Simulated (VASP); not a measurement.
Input of a VASP 6.6.1 run:

The input POSCAR:

```
GaN
1.0
    0.0000000000      2.2535006075      2.2535006075
    2.2535006075      0.0000000000      2.2535006075
    2.2535006075      2.2535006075      0.0000000000
Ga N
1 1
Direct
    0.0096075568      0.0096075568      0.0096075568
    0.7500000000      0.7500000000      0.7500000000
```

INCAR.step1

```
SYSTEM = GaN
PREC = Accurate ; ENCUT = 520
ISMEAR = 0 ; SIGMA = 0.2
LREAL = .FALSE. ; LASPH = .TRUE.
NELM = 60 ; NBANDS = 16
GGA = PE ; ALGO = Normal
EDIFF = 1E-4 ; LWAVE = .TRUE.
LCHARG = .FALSE.
```

File INCAR.step2:

```
SYSTEM = GaN
PREC = Accurate ; ENCUT = 520
EDIFF = 1E-6 ; ISMEAR = 0
SIGMA = 0.2 ; LREAL = .FALSE.
LASPH = .TRUE. ; NELM = 60
ALGO = Normal ; ISIF = 2
LWAVE = .FALSE. ; LCHARG = .FALSE.
METAGGA = R2SCAN ; LMIXTAU = .TRUE.
NBANDS = 16 ; ISTART = 1
```

Contents of KPOINTS:

```
regular mesh
0
G
  10 10 10
  0 0 0
```

Potentials or basis: VASP PAW PBE potentials, release 64 (Ga_d, N).

Launch:

```bash
$ cat potpaw_PBE.64/Ga_d/POTCAR potpaw_PBE.64/N/POTCAR > POTCAR
$ cp INCAR.step1 INCAR
$ mpirun -np 1 vasp_std > vasp.out
$ cp INCAR.step2 INCAR
$ mpirun -np 1 vasp_std > vasp.out
```

Question: Predict the largest force.

Answer: 0.790 eV/Å.

Question: What does it give for the band gap on the k mesh?

Answer: 1.97 eV, direct.

Stress tensor (GPa, compression positive):
```
 0.42 -2.09 -2.09
-2.09  0.42 -2.09
-2.09 -2.09  0.42
```

Caveat: the cell differs from its parent crystal (all Ga atoms moved -0.075 Å, as atom 1 towards its neighbour atom 2 (N) at 1.952 Å); the PAW data sets were made with another functional, which shifts forces and pressure a little.
